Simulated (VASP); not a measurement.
# Ag (P6_3/mmc) in VASP: notebook

Ag is run at these levels: r2SCAN; tasks: single point.

Everything below comes from runs of VASP 6.6.1. Logs are shortened: lines on timing, memory, paths and dates and some standing lists are left out, and cuts for length are marked.

## (1) The cell of the first run

Symmetry: P6_3/mmc, No. 194, hexagonal system. The conventional cell has a = 2.894 Å, b = 2.894 Å, c = 4.732 Å, α = 90.00°, β = 90.00°, γ = 120.00°. Within 3.8 Å of Ag (site symmetry -6m2) lie 12 Ag at 2.89 to 2.90 Å.

This isn't the form of Ag at room conditions, which is fcc.

## (2) Single point, r2SCAN

File POSCAR:

```
Ag
1.0
    2.8941631382      0.0000000000      0.0000000000
   -1.4470815691      2.5064188004      0.0000000000
    0.0000000000      0.0000000000      4.7319864363
Ag
2
Direct
    0.3333333333      0.6666666667      0.2500000000
    0.6666666667      0.3333333333      0.7500000000
```

File INCAR.step1:

```
ALGO = Normal
EDIFF = 1E-4
ENCUT = 520
GGA = PE
ISMEAR = 0
LASPH = True
LCHARG = False
LREAL = False
LWAVE = True
NBANDS = 18
NELM = 80
PREC = Accurate
SIGMA = 0.1
```

File INCAR.step2:

```
ALGO = Normal
EDIFF = 1E-7
ENCUT = 520
ISIF = 2
ISMEAR = 0
ISTART = 1
LASPH = True
LCHARG = False
LMIXTAU = True
LREAL = False
LWAVE = False
METAGGA = R2SCAN
NBANDS = 18
NELM = 80
PREC = Accurate
SIGMA = 0.1
```

File KPOINTS:

```
k-points
0
Gamma
  18 18 10
```

Potentials or basis: VASP PAW PBE potentials, release 64 (Ag).

The run is started by

```sh
$ cat potpaw_PBE.64/Ag/POTCAR > POTCAR
$ cp INCAR.step1 INCAR
$ mpirun -np 1 vasp_std > vasp.out
$ cp INCAR.step2 INCAR
$ mpirun -np 1 vasp_std > vasp.out
```

OUTCAR:

```text
EDIFF = 1E-7
   ENCUT = 520
   ISIF = 2
   ISMEAR = 0
   ISTART = 1
   LASPH = True
   LREAL = False
   METAGGA = R2SCAN
   NELM = 80
   PREC = Accurate

 ion  position               nearest neighbor table
   1  0.333  0.667  0.250-   2 2.90   2 2.90   2 2.90   2 2.90   2 2.90   2 2.90
   2  0.667  0.333  0.750-   1 2.90   1 2.90   1 2.90   1 2.90   1 2.90   1 2.90

  LATTYP: Found a hexagonal cell.
 ALAT       =     2.8941631382
 C/A-ratio  =     1.6350102639

  Lattice vectors:

 A1 = (   2.8941631382,   0.0000000000,   0.0000000000)
 A2 = (  -1.4470815691,   2.5064188004,   0.0000000000)
 A3 = (   0.0000000000,   0.0000000000,   4.7319864363)

Analysis of symmetry for initial positions (statically):
=====================================================================
 Subroutine PRICEL returns:
 Original cell was already a primitive cell.

 Routine SETGRP: Setting up the symmetry group for a
 hexagonal supercell.

 Subroutine GETGRP returns: Found 24 space group operations
 (whereof 12 operations were pure point group operations)
 out of a pool of 24 trial point group operations.

The static configuration has the point symmetry D_3d.
 The point group associated with its full space group is D_6h.

Analysis of symmetry for dynamics (positions and initial velocities):
=====================================================================
 Subroutine PRICEL returns:
 Original cell was already a primitive cell.

 Routine SETGRP: Setting up the symmetry group for a
 hexagonal supercell.

 Subroutine GETGRP returns: Found 24 space group operations
 (whereof 12 operations were pure point group operations)
 out of a pool of 24 trial point group operations.

The dynamic configuration has the point symmetry D_3d.
 The point group associated with its full space group is D_6h.

 Subroutine INISYM returns: Found 24 space group operations
 (whereof 12 operations are pure point group operations),
 and found     1 'primitive' translations

----------------------------------------------------------------------------------------

                                     Primitive cell

  volume of cell :      34.3258

  direct lattice vectors                    reciprocal lattice vectors
     2.894163138  0.000000000  0.000000000     0.345523024  0.199487811  0.000000000
    -1.447081569  2.506418800  0.000000000     0.000000000  0.398975622  0.000000000
     0.000000000  0.000000000  4.731986436     0.000000000  0.000000000  0.211327740

  length of vectors
     2.894163138  2.894163138  4.731986436     0.398975622  0.398975622  0.211327740

  position of ions in fractional coordinates (direct lattice)
     0.333333333  0.666666667  0.250000000
     0.666666667  0.333333333  0.750000000

  ion indices of the primitive-cell ions
   primitive index   ion index
                 1           1
                 2           2

----------------------------------------------------------------------------------------

 KPOINTS: k-points

Automatic generation of k-mesh.
 Grid dimensions read from file:
 generate k-points for:   18   18   10

 Generating k-lattice:

  Cartesian coordinates                     Fractional coordinates (reciprocal lattice)
     0.019195724  0.011082656  0.000000000     0.055555556  0.000000000  0.000000000
     0.000000000  0.022165312  0.000000000     0.000000000  0.055555556  0.000000000
     0.000000000  0.000000000  0.021132774     0.000000000  0.000000000  0.100000000

  Length of vectors
     0.022165312  0.022165312  0.021132774

  Shift w.r.t. Gamma in fractional coordinates (k-lattice)
     0.000000000  0.000000000  0.000000000

 Subroutine IBZKPT returns following result:
 ===========================================

 Found    222 irreducible k-points:

 Following reciprocal coordinates:
            Coordinates               Weight
  0.000000  0.000000  0.000000      1.000000
  0.055556  0.000000  0.000000      6.000000
  0.111111  0.000000  0.000000      6.000000
  0.166667  0.000000  0.000000      6.000000
  0.222222  0.000000  0.000000      6.000000
  0.277778 -0.000000  0.000000      6.000000
[... 16 lines left out ...]
  0.333333  0.111111  0.000000     12.000000
  0.388889  0.111111  0.000000     12.000000
 [... further k-points ...]
   k-points           NKPTS =    222   k-points in BZ     NKDIM =    222   number of bands    NBANDS=     18
   number of dos      NEDOS =    301   number of ions     NIONS =      2
   total plane-waves  NPLWV =  20736
   dimension x,y,z NGX =    24 NGY =   24 NGZ =   36
   dimension x,y,z NGXF=    48 NGYF=   48 NGZF=   72
   ions per type =               2
   NGX,Y,Z   is equivalent  to a cutoff of  13.79, 13.79, 12.65 a.u.
   NGXF,Y,Z  is equivalent  to a cutoff of  27.57, 27.57, 25.30 a.u.
 SYSTEM =  unknown system
   PREC   = accura    normal or accurate (medium, high low for compatibility)
   ISTART =      1    job   : 0-new  1-cont  2-samecut
   ICHARG =      0    charge: 1-file 2-atom 10-const
   ISPIN  =      1    spin polarized calculation?
   LNONCOLLINEAR =      F non collinear calculations
   LSORBIT =      F    spin-orbit coupling
   LASPH  =      T    aspherical Exc in radial PAW
   ENCUT  =  520.0 eV  38.22 Ry    6.18 a.u.   5.38  5.38  8.80*2*pi/ulx,y,z
   NELM   =     80;   NELMIN=  2; NELMDL=  0     # of ELM steps
   EDIFF  = 0.1E-06   stopping-criterion for ELM
   LREAL  =      F    real-space projection
   EDIFFG = 0.1E-05   stopping-criterion for IOM
   NSW    =      0    number of steps for IOM
   IBRION =     -1    ionic relax: 0-MD 1-quasi-New 2-CG
   NFREE  =      0    steps in history (QN), initial steepest desc. (CG)
   ISIF   =      2    stress and relaxation
   ISYM   =      2    0-nonsym 1-usesym 2-fastsym
   POTIM  = 0.5000    time-step for ionic-motion
   TEBEG  =    0.0;   TEEND  =   0.0 temperature during run
   PSTRESS=    0.0 pullay stress
   NELECT =      22.0000    total number of electrons
   NUPDOWN=      -1.0000    fix difference up-down
   EMIN   =  10.00;   EMAX   =-10.00  energy-range for DOS
   EFERMI =   0.00;   METHOD = LEGACY
   ISMEAR =     0;   SIGMA  =   0.10  broadening in eV -4-tet -1-fermi 0-gaus
   EFERMI_NEDOS =   21; number of points for ismear=-14 and -15
   IALGO  =     38    algorithm
   IMIX   =      4    mixing-type and parameters
     AMIX     =   0.40;   BMIX     =  1.00
     AMIX_MAG =   1.60;   BMIX_MAG =  1.00
  volume/ion in A,a.u.               =      17.16       115.82
  Fermi-wavevector in a.u.,A,eV,Ry     =   1.411483  2.667316 27.106676  1.992285
  Thomas-Fermi vector in A             =   2.533330
   LORBIT       =      0    0 simple, 1 ext, 2 COOP (PROOUT), +10 PAW based schemes
   METAGGA = R2SCAN    functional components
   LHFCALC =     F    Hartree Fock is set to
   AEXX    =    0.0000 exact exchange contribution
   IVDW    =     0    specifies the selected vdW correction
   LEPSILON=     F    determine dielectric tensor
   LRPA    =     F    only Hartree local field effects (RPA)
 non-spin polarized calculation
 Gauss-broadening in eV      SIGMA  =   0.10
  energy-cutoff  :      520.00
  volume of cell :       34.33
 maximum number of plane-waves:       966
 NGX is ok and might be reduce to    24
   NGX = 11   NGY = 11   NGZ = 17

 number of electron      22.0000003 magnetization

 Free energy of the ion-electron system (eV)
  ---------------------------------------------------
  ext. energy  EPLUGINS =         0.00000000
  ---------------------------------------------------
  free energy    TOTEN  =       -42.70457762 eV

  energy without entropy =      -42.70070891  energy(sigma->0) =      -42.70264326

 E-fermi :   8.3296     XC(G=0): -12.9195

 val. band max:        8.3275993509   @ k =   0.4444   0.0556   0.2000
 cond. band min:       8.3296841912   @ k =   0.1111   0.0000   0.1000
 fundamental gap:      0.0020848403
 Fermi energy:         8.3295834554

 k-point     1 :       0.0000    0.0000    0.0000
  band No.  band energies     occupation
      1       0.4337      2.00000
      2       1.6521      2.00000
      3       3.2170      2.00000
      4       3.3155      2.00000
      5       3.3155      2.00000
      6       3.5549      2.00000
[... 10 lines left out ...]
     17      27.2863      0.00000
     18      27.2863      0.00000

 k-point     2 :       0.0556    0.0000    0.0000
  band No.  band energies     occupation
      1       0.5222      2.00000
      2       1.7029      2.00000
      3       3.1556      2.00000
      4       3.3619      2.00000
      5       3.3737      2.00000
      6       3.5372      2.00000
[... 10 lines left out ...]
     17      26.6662      0.00000
     18      27.5410      0.00000

 k-point     3 :       0.1111    0.0000    0.0000
  band No.  band energies     occupation
      1       0.7792      2.00000
      2       1.8405      2.00000
      3       3.0492      2.00000
      4       3.4431      2.00000
      5       3.4976      2.00000
      6       3.5368      2.00000
[... 10 lines left out ...]
     17      26.8832      0.00000
     18      27.9786      0.00000

 k-point     4 :       0.1667    0.0000    0.0000
  band No.  band energies     occupation
      1       1.1727      2.00000
      2       2.0122      2.00000
      3       2.9568      2.00000
      4       3.3985      2.00000
      5       3.4531      2.00000
      6       3.7018      2.00000
[... 10 lines left out ...]
     17      26.6136      0.00000
     18      27.1088      0.00000

 k-point     5 :       0.2222    0.0000    0.0000
  band No.  band energies     occupation
      1       1.6172      2.00000
      2       2.1120      2.00000
      3       2.9816      2.00000
      4       3.0962      2.00000
      5       3.3744      2.00000
      6       3.5838      2.00000
[... 10 lines left out ...]
     17      25.1627      0.00000
     18      26.9010      0.00000

 k-point     6 :       0.2778   -0.0000    0.0000
  band No.  band energies     occupation
      1       1.9235      2.00000
      2       2.0937      2.00000
      3       2.7446      2.00000
      4       3.2216      2.00000
      5       3.4343      2.00000
      6       3.4678      2.00000
[... 10 lines left out ...]
     17      24.1765      0.00000
     18      25.9858      0.00000

 k-point     7 :       0.3333    0.0000    0.0000
  band No.  band energies     occupation
      1       1.9005      2.00000
      2       2.1194      2.00000
      3       2.4480      2.00000
      4       3.3655      2.00000
      5       3.5157      2.00000
      6       3.6440      2.00000
[... 10 lines left out ...]
     17      22.2718      0.00000
     18      25.7218      0.00000

 k-point     8 :       0.3889   -0.0000    0.0000
  band No.  band energies     occupation
      1       1.7914      2.00000
      2       2.1108      2.00000
      3       2.2275      2.00000
      4       3.2862      2.00000
      5       3.6312      2.00000
      6       3.6512      2.00000
[... 10 lines left out ...]
     17      20.7428      0.00000
     18      25.2299      0.00000
[... 229 lines left out ...]
     17      26.8696      0.00000
     18      26.9600      0.00000

 k-point    20 :       0.1667    0.1111    0.0000
  band No.  band energies     occupation
      1       1.8369      2.00000
      2       2.2530      2.00000
      3       2.7844      2.00000
      4       3.0233      2.00000
      5       3.3958      2.00000
      6       3.4225      2.00000
[... 10 lines left out ...]
     17      26.1934      0.00000
     18      26.2396      0.00000

 k-point    21 :       0.2222    0.1111    0.0000
  band No.  band energies     occupation
      1       2.1556      2.00000
      2       2.2321      2.00000
      3       2.7027      2.00000
      4       2.9538      2.00000
      5       3.3244      2.00000
      6       3.4506      2.00000
[... 10 lines left out ...]
     17      24.4199      0.00000
     18      25.4126      0.00000

 k-point    22 :       0.2778    0.1111    0.0000
  band No.  band energies     occupation
      1       2.0908      2.00000
      2       2.2784      2.00000
      3       2.4325      2.00000
      4       3.2530      2.00000
      5       3.3107      2.00000
      6       3.5714      2.00000
[... 10 lines left out ...]
     17      22.4610      0.00000
     18      24.7706      0.00000

 k-point    23 :       0.3333    0.1111    0.0000
  band No.  band energies     occupation
      1       1.9699      2.00000
      2       2.2311      2.00000
      3       2.2712      2.00000
      4       3.2102      2.00000
      5       3.6245      2.00000
      6       3.6356      2.00000
[... 10 lines left out ...]
     17      20.9034      0.00000
     18      24.3069      0.00000

 k-point    24 :       0.3889    0.1111    0.0000
  band No.  band energies     occupation
      1       1.8875      2.00000
      2       2.1075      2.00000
      3       2.2434      2.00000
      4       3.1917      2.00000
      5       3.5556      2.00000
      6       3.7553      2.00000
[... 10 lines left out ...]
     17      19.7366      0.00000
     18      24.0275      0.00000

 [... further k-points ...]

------------------------ aborting loop because EDIFF is reached ----------------------------------------

  FORCE on cell =-STRESS in cart. coord.  units (eV):
  Direction    XX          YY          ZZ          XY          YZ          ZX
  --------------------------------------------------------------------------------------
  -------------------------------------------------------------------------------------
  Total        0.2501833      0.2501833      0.2543412      0.0000000      0.0000000      0.0000000
  in kB       11.6774703     11.6774703     11.8715445      0.0000000      0.0000000      0.0000000
  external PRESSURE =      11.7421617 kB  Pullay stress =       0.0000000 kB

 VOLUME and BASIS-vectors are now :
 -----------------------------------------------------------------------------
  energy-cutoff  :      520.00
  volume of cell :       34.33
      direct lattice vectors                 reciprocal lattice vectors
     2.894163138  0.000000000  0.000000000     0.345523024  0.199487811  0.000000000
    -1.447081569  2.506418800  0.000000000     0.000000000  0.398975622  0.000000000
     0.000000000  0.000000000  4.731986436     0.000000000  0.000000000  0.211327740

 POSITION                                       TOTAL-FORCE (eV/Angst)
 -----------------------------------------------------------------------------------
     -0.00000      1.67095      1.18300        -0.000000      0.000000      0.000000
      1.44708      0.83547      3.54899         0.000000     -0.000000      0.000000
 -----------------------------------------------------------------------------------
    total drift:                               -0.000000      0.000000     -0.000000

  FREE ENERGIE OF THE ION-ELECTRON SYSTEM (eV)
  ---------------------------------------------------
  free  energy   TOTEN  =       -42.7045776156 eV

  energy  without entropy=      -42.7007089131  energy(sigma->0) =      -42.70264326
```

Wall time 6.6 min (1 thread of Intel Xeon Platinum 8259CL at 2.50GHz (Skylake/Cascade Lake), shared host); peak memory 0.25 GiB.

What came out:

* Free energy: -42.7046 eV
* Pressure: 1.2 GPa
* Band gap on the k mesh: zero (bands 11 and 12 overlap by 7.97 eV)

Caveat: the PAW data sets were made with another functional, which shifts forces and pressure a little.

## (3) Single point, r2SCAN

This run uses another cell than the first one, of 17.33 Å³/atom.

File POSCAR:

```
Ag
1.0
    2.9036756623      0.0000000000      0.0000000000
   -1.4518378312      2.5146568879      0.0000000000
    0.0000000000      0.0000000000      4.7475395272
Ag
2
Direct
    0.3333333333      0.6666666667      0.2500000000
    0.6666666667      0.3333333333      0.7500000000
```

File INCAR.step1:

```
SYSTEM = Ag
PREC = Accurate ; ENCUT = 520
ISMEAR = 0 ; SIGMA = 0.1
LREAL = .False. ; LASPH = .True.
NELM = 60 ; NBANDS = 18
GGA = PE ; ALGO = Normal
EDIFF = 1E-4 ; LWAVE = .True.
LCHARG = .False.
```

File INCAR.step2:

```
SYSTEM = Ag
PREC = Accurate ; ENCUT = 520
EDIFF = 1E-6 ; ISMEAR = 0
SIGMA = 0.1 ; LREAL = .False.
LASPH = .True. ; NELM = 60
ALGO = Normal ; ISIF = 2
LWAVE = .False. ; LCHARG = .False.
METAGGA = R2SCAN ; LMIXTAU = .True.
NBANDS = 18 ; ISTART = 1
```

File KPOINTS:

```
Automatic mesh
0
Gamma
  18 18 10
  0 0 0
```

Potentials or basis: VASP PAW PBE potentials, release 64 (Ag).

The run is started by

```sh
$ cat potpaw_PBE.64/Ag/POTCAR > POTCAR
$ cp INCAR.step1 INCAR
$ mpirun -np 1 vasp_std > vasp.out
$ cp INCAR.step2 INCAR
$ mpirun -np 1 vasp_std > vasp.out
```

OUTCAR:

```text
SYSTEM = Ag
   PREC = Accurate
   ENCUT = 520
   EDIFF = 1E-6
   ISMEAR = 0
   LREAL = .False.
   LASPH = .True.
   NELM = 60
   ISIF = 2
   METAGGA = R2SCAN
   ISTART = 1

 ion  position               nearest neighbor table
   1  0.333  0.667  0.250-   2 2.91   2 2.91   2 2.91   2 2.91   2 2.91   2 2.91
   2  0.667  0.333  0.750-   1 2.91   1 2.91   1 2.91   1 2.91   1 2.91   1 2.91

  LATTYP: Found a hexagonal cell.
 ALAT       =     2.9036756623
 C/A-ratio  =     1.6350102695

  Lattice vectors:

[... 694 lines left out ...]
------------------------ aborting loop because EDIFF is reached ----------------------------------------

  FORCE on cell =-STRESS in cart. coord.  units (eV):
  Direction    XX          YY          ZZ          XY          YZ          ZX
  --------------------------------------------------------------------------------------
  -------------------------------------------------------------------------------------
  Total        0.0280277      0.0280277      0.0306533     -0.0000000     -0.0000000      0.0000000
  in kB        1.2953966      1.2953966      1.4167456     -0.0000000     -0.0000000      0.0000000
  external PRESSURE =       1.3358463 kB  Pullay stress =       0.0000000 kB

 VOLUME and BASIS-vectors are now :
 -----------------------------------------------------------------------------
  energy-cutoff  :      520.00
  volume of cell :       34.67
      direct lattice vectors                 reciprocal lattice vectors
     2.903675662  0.000000000  0.000000000     0.344391081  0.198834283  0.000000000
    -1.451837831  2.514656888  0.000000000     0.000000000  0.397668567  0.000000000
     0.000000000  0.000000000  4.747539527     0.000000000  0.000000000  0.210635424

 POSITION                                       TOTAL-FORCE (eV/Angst)
 -----------------------------------------------------------------------------------
     -0.00000      1.67644      1.18688         0.000000     -0.000000      0.000000
      1.45184      0.83822      3.56065        -0.000000      0.000000      0.000000
 -----------------------------------------------------------------------------------
    total drift:                                0.000000     -0.000000      0.000000

  FREE ENERGIE OF THE ION-ELECTRON SYSTEM (eV)
  ---------------------------------------------------
  free  energy   TOTEN  =       -42.7060786130 eV

  energy  without entropy=      -42.7022590729  energy(sigma->0) =      -42.70416884
```

OUTCAR.step1:

```text
SYSTEM = Ag
   PREC = Accurate
   ENCUT = 520
   ISMEAR = 0
   LREAL = .False.
   LASPH = .True.
[... 729 lines left out ...]
     -0.00000      1.67644      1.18688         0.000000     -0.000000      0.000000
      1.45184      0.83822      3.56065        -0.000000      0.000000      0.000000
 -----------------------------------------------------------------------------------
    total drift:                                0.000000     -0.000000      0.000000

  FREE ENERGIE OF THE ION-ELECTRON SYSTEM (eV)
  ---------------------------------------------------
  free  energy   TOTEN  =        -5.4172390745 eV

  energy  without entropy=       -5.4130409840  energy(sigma->0) =       -5.41514003
```

Wall time 5.6 min (1 thread of Intel Xeon 8259CL, shared host); peak memory 0.25 GiB.

What came out:

```
Free energy            : -42.7061 eV
Pressure               : 0.1 GPa
Band gap on the k mesh : zero (bands 11 and 12 overlap by 7.93 eV)
```

Levels at points of the mesh, in eV from the Fermi level:
```tsv
k point	band 9	band 10	band 11	band 12	band 13	band 14
(0.00, 0.00, 0.00)	-4.40	-3.40	-3.40	-0.28	3.60	16.26
(0.50, 0.00, 0.00)	-3.21	-3.12	0.14	1.56	7.13	7.37
(0.00, 0.00, 0.50)	-3.71	-3.71	-3.71	-3.71	11.41	11.41
(0.50, 0.00, 0.50)	-3.18	-3.18	0.88	0.88	4.66	4.66
```

Caveat: the PAW data sets were made with another functional, which shifts forces and pressure a little.

(Part 1 of 2 ends here.)
